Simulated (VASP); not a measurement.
A run of VASP 6.6.1:

File INCAR:

```
  ALGO = Normal
  EDIFF = 1E-6
  ENCUT = 520
  ISIF = 2
  ISMEAR = -1
  ISPIN = 2
  LASPH = T
  LCHARG = F
  LMAXMIX = 4
  LORBIT = 11
  LREAL = F
  LWAVE = F
  MAGMOM = 2 0
  NBANDS = 22
  NELM = 150
  PREC = Accurate
  SIGMA = 0.1
```

KPOINTS

```
k-points
0
Gamma
  11 11 8
```

The input POSCAR:

```
VPt
1.0
    2.6940770000      0.0000000000      0.0000000000
    0.0000000000      2.6940770000      0.0000000000
    0.0000000000      0.0000000000      3.8800000000
V Pt
1 1
Direct
    0.5000000000      0.5000000000      0.5000000000
    0.0000000000      0.0000000000      0.0000000000
```

Potentials or basis: VASP PAW LDA potentials, release 64 (V_sv, Pt).

The run is started by

```console
$ cat potpaw_LDA.64/V_sv/POTCAR potpaw_LDA.64/Pt/POTCAR > POTCAR
$ mpirun -np 1 vasp_std > vasp.out
```

Hardware: 1 thread of Intel(R) Xeon(R) Platinum 8259CL CPU @ 2.50GHz (Skylake/Cascade Lake), with other jobs on the host.

Q: Estimate the wall time of this run.

A: It took 98 s on 1 thread of Intel(R) Xeon(R) Platinum 8259CL CPU @ 2.50GHz (Skylake/Cascade Lake), on a shared host, peak memory 0.21 GiB. Counts: scf iterations 14, k points 105.
